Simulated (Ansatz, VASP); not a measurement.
Two plane-wave programs on Si3N4

The input INCAR:

```
  PREC = Accurate
  ENCUT = 520
  EDIFF = 1E-8
  ISMEAR = -1
  SIGMA = 0.02
  LREAL = F
  LASPH = T
  NELM = 60
  ALGO = Normal
  ISIF = 2
  LWAVE = F
  LCHARG = F
  LEFG = T
  NBANDS = 45
```

The input KPOINTS:

```
regular mesh
0
Gamma
  4 4 9
```

The input POSCAR:

```
Si3N4
1.0
    7.6170000000      0.0000000000      0.0000000000
   -3.8085000000      6.5965155006      0.0000000000
    0.0000000000      0.0000000000      2.9134000000
Si N
6 8
Direct
    0.1784000000      0.7749000000      0.2500000000
    0.4035000000      0.1784000000      0.7500000000
    0.2251000000      0.4035000000      0.2500000000
    0.8216000000      0.2251000000      0.7500000000
    0.5965000000      0.8216000000      0.2500000000
    0.7749000000      0.5965000000      0.7500000000
    0.3333333333      0.6666666667      0.2500000000
    0.6666666667      0.3333333333      0.7500000000
    0.3359000000      0.0328000000      0.2500000000
    0.3031000000      0.3359000000      0.7500000000
    0.9672000000      0.3031000000      0.2500000000
    0.6641000000      0.9672000000      0.7500000000
    0.6969000000      0.6641000000      0.2500000000
    0.0328000000      0.6969000000      0.7500000000
```

Input for Ansatz:

```yaml
crystal:
  lattice:
    - [7.617, 0.0, 0.0]
    - [-3.8085, 6.5965155006, 0.0]
    - [0.0, 0.0, 2.9134]
  atoms:
    - { symbol: Si, position: [0.1784, 0.7749, 0.25] }
    - { symbol: Si, position: [0.4035, 0.1784, 0.75] }
    - { symbol: Si, position: [0.2251, 0.4035, 0.25] }
    - { symbol: Si, position: [0.8216, 0.2251, 0.75] }
    - { symbol: Si, position: [0.5965, 0.8216, 0.25] }
    - { symbol: Si, position: [0.7749, 0.5965, 0.75] }
    - { symbol: "N", position: [0.3333333333, 0.6666666667, 0.25] }
    - { symbol: "N", position: [0.6666666667, 0.3333333333, 0.75] }
    - { symbol: "N", position: [0.3359, 0.0328, 0.25] }
    - { symbol: "N", position: [0.3031, 0.3359, 0.75] }
    - { symbol: "N", position: [0.9672, 0.3031, 0.25] }
    - { symbol: "N", position: [0.6641, 0.9672, 0.75] }
    - { symbol: "N", position: [0.6969, 0.6641, 0.25] }
    - { symbol: "N", position: [0.0328, 0.6969, 0.75] }
kpoints:
  mp_grid: { grid: [4, 4, 9] }
scf:
  occupations: { method: fermi_dirac, width: 0.02 }
  eigensolver: { kind: davidson }
hamiltonian:
  xc: lda
  pseudopotentials: { kind: paw }
output:
  forces: true
  stress: true
  populations: true
  efg:
    quadrupole_moments_barn: { "N": 0.02044 }
    contact_densities: true
```

Alike in both runs: task electric field gradients; functional LDA; k mesh 4 × 4 × 9; occupations fermi-dirac, width 0.02 eV; no spin polarisation.

|  | VASP | Ansatz |
| --- | --- | --- |
| version | VASP 6.6.1 | Ansatz 0.2.0 |
| potentials or method | VASP PAW LDA potentials, release 64 (Si, N) | plane-wave PAW, scalar-relativistic |
| plane-wave cutoff (eV) | 520 | 420 |
| valence electrons in the cell | 64 | 64 |

VASP gave:

```
gap on the k mesh at the Fermi level (eV)                     : 3.96
pressure (GPa)                                                : -4.0
traceless stress, the component that is largest in VASP (GPa) : -1.06
rms of the force components (eV/Å)                            : 0.532
size of Vzz on the site where it differs most (V/Å²)          : 43.8
```

Which values does Ansatz return?

gap on the k mesh at the Fermi level (eV): 3.98; pressure (GPa): -4.4; traceless stress, the component that is largest in VASP (GPa): -1.01; rms of the force components (eV/Å): 0.530; size of Vzz on the site where it differs most (V/Å²): 47.0.

LDA's correlation is that of Perdew and Zunger in VASP and of Perdew and Wang (1992) in Ansatz. Atom by atom the forces differ by 0.002 eV/Å (rms over components).
